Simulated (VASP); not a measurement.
Wanted: the native input for a VASP 6.6.1 run.

```yaml
Task: electric field gradients
Functional: LDA
Potentials_or_basis: VASP PAW LDA potentials, release 64 (Zr_sv, Os)
Cutoff: 520 eV
k_mesh: 13 × 13 × 13
Occupations: fermi-dirac, width 0.03 eV
Spin: no spin polarisation
Dipole_correction: no
Further_INCAR_settings: ALGO = Normal; EDIFF = 1e-08; NBANDS = 17
```

The structure of ZrOs lies in POSCAR:

```
ZrOs
1.0
    3.1963894727      0.0000000000      0.0000000000
    0.0000000000      3.1963894727      0.0000000000
    0.0000000000      0.0000000000      3.1963894727
Zr Os
1 1
Direct
    0.5000000000      0.5000000000      0.5000000000
    0.0000000000      0.0000000000      0.0000000000
```

The input as run:

INCAR

```
SYSTEM = ZrOs
PREC = Accurate
ENCUT = 520
EDIFF = 1E-8
ISMEAR = -1
SIGMA = 0.03
LREAL = .FALSE.
LASPH = .TRUE.
NELM = 60
ALGO = Normal
ISIF = 2
LWAVE = .FALSE.
LCHARG = .FALSE.
LEFG = .TRUE.
NBANDS = 17
```

KPOINTS

```
Automatic mesh
0
G
  13 13 13
  0 0 0
```

Potentials or basis: VASP PAW LDA potentials, release 64 (Zr_sv, Os).

Command:

```bash
$ cat potpaw_LDA.64/Zr_sv/POTCAR potpaw_LDA.64/Os/POTCAR > POTCAR
$ mpirun -np 1 vasp_std > vasp.out
```

It gave:

```
Pressure                                : 7.4 GPa
Band gap on the k mesh                  : zero (bands 10 and 11 overlap by 1.19 eV)
Largest electric field gradient by atom : zero within the noise of the run
```

Caveat: the cell stands under pressure; spin-orbit coupling is left out, which moves the levels of the heavy elements.

It took 13 s on 1 thread of Intel(R) Xeon(R) 6975P-C (Granite Rapids), with other jobs on the host, peak memory 0.16 GiB.
